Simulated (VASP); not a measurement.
# Ga3Se: single point with r2SCAN

The system is Ga3Se.

```xyz
4
Lattice="4.4325 0.0000 0.0000 0.0000 4.4325 0.0000 0.0000 0.0000 4.4325" Properties=species:S:1:pos:R:3 pbc="T T T"
Se    0.0000    0.0000    0.0000
Ga    2.2162    2.2162    0.0000
Ga    2.2162    0.0000    2.2162
Ga    0.0000    2.2162    2.2162
```

| Quantity | Value |
| --- | --- |
| Program | VASP 6.6.1 |
| Task | single point |
| Functional | r2SCAN |
| Potentials or basis | VASP PAW PBE potentials, release 64 (Se, Ga_d) |
| Cutoff | 520 eV |
| k mesh | 4 × 4 × 4 |
| Occupations | fermi-dirac, width 0.05 eV |
| Spin | no spin polarisation |

```yaml
Pressure: -1.2 GPa
```

Levels at points of the mesh, in eV from the Fermi level:
| k point | band 20 | band 21 | band 22 | band 23 | band 24 | band 25 | band 26 | band 27 |
| --- | --- | --- | --- | --- | --- | --- | --- | --- |
| (0.00, 0.00, 0.00) | -3.94 | -2.87 | -2.87 | 1.62 | 1.62 | 1.62 | 4.64 | 4.64 |
| (0.50, 0.00, 0.00) | -2.96 | -2.19 | -1.14 | -0.29 | -0.29 | 1.41 | 4.23 | 4.40 |
| (0.50, 0.50, 0.00) | -2.31 | -0.74 | -0.74 | -0.64 | 1.43 | 1.78 | 1.78 | 1.87 |
| (0.50, 0.50, 0.50) | -5.06 | -5.06 | -5.06 | -3.75 | 4.19 | 4.19 | 4.19 | 8.88 |

It took 60 s on 1 thread of Intel(R) Xeon(R) Platinum 8488C (Sapphire Rapids) (shared host), peak memory 0.21 GiB.

Caveat: the PAW data sets were made with another functional, which shifts forces and pressure a little.
